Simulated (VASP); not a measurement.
Write the native input for VASP 6.6.1 that does the following.

```yaml
Task: single point
Functional: PBE
Potentials_or_basis: VASP PAW PBE potentials, release 64 (W_sv)
Cutoff: 520 eV
k_mesh: 13 × 13 × 1
Occupations: gaussian, width 0.1 eV
Spin: no spin polarisation
Dipole_correction: yes
Electric_field_eV/Å: -0.1 eV/Å
Further_INCAR_settings: ALGO = Normal; EDIFF = 1e-06; NBANDS = 43; EFIELD = -0.1
```

The structure of W lies in POSCAR:

```
W
1.0
    2.7570339078      0.0000000000      0.0000000000
   -0.9190113026      2.5993564963      0.0000000000
    0.0000000000      0.0000000000     24.0044350370
W
5
Direct
    0.5000000000      0.5000000000      0.3124422628
    0.0000000000      0.0000000000      0.4062211314
    0.5000000000      0.5000000000      0.5000000000
    0.0000000000      0.0000000000      0.5937788686
    0.5000000000      0.5000000000      0.6875577372
```

These files were run (other wordings do the same):

INCAR

```
SYSTEM = W
PREC = Accurate ; ENCUT = 520
EDIFF = 1E-6 ; ISMEAR = 0
SIGMA = 0.1 ; LREAL = .FALSE.
LASPH = .TRUE. ; NELM = 80
ALGO = Normal ; ISIF = 2
LWAVE = .FALSE. ; LCHARG = .TRUE.
LDIPOL = .TRUE. ; IDIPOL = 3
DIPOL = 0.5 0.5 0.500 ; GGA = PE
LELF = .TRUE. ; LVHAR = .TRUE.
LVACPOTAV = .TRUE. ; NBANDS = 43
EFIELD = -0.1
```

KPOINTS

```
regular mesh
0
G
  13 13 1
  0 0 0
```

Potentials or basis: VASP PAW PBE potentials, release 64 (W_sv).

Launch:

```console
$ cat potpaw_PBE.64/W_sv/POTCAR > POTCAR
$ mpirun -np 1 vasp_std > vasp.out
```

It gave:

The largest force is 0.657 eV/Å and the band gap on the k mesh is zero (bands 35 and 36 overlap by 1.68 eV).

Caveat: spin-orbit coupling is left out, which moves the levels of the heavy elements.

It took 25 min on 1 thread of Intel Xeon 8259CL, with other jobs on the host, peak memory 0.45 GiB.
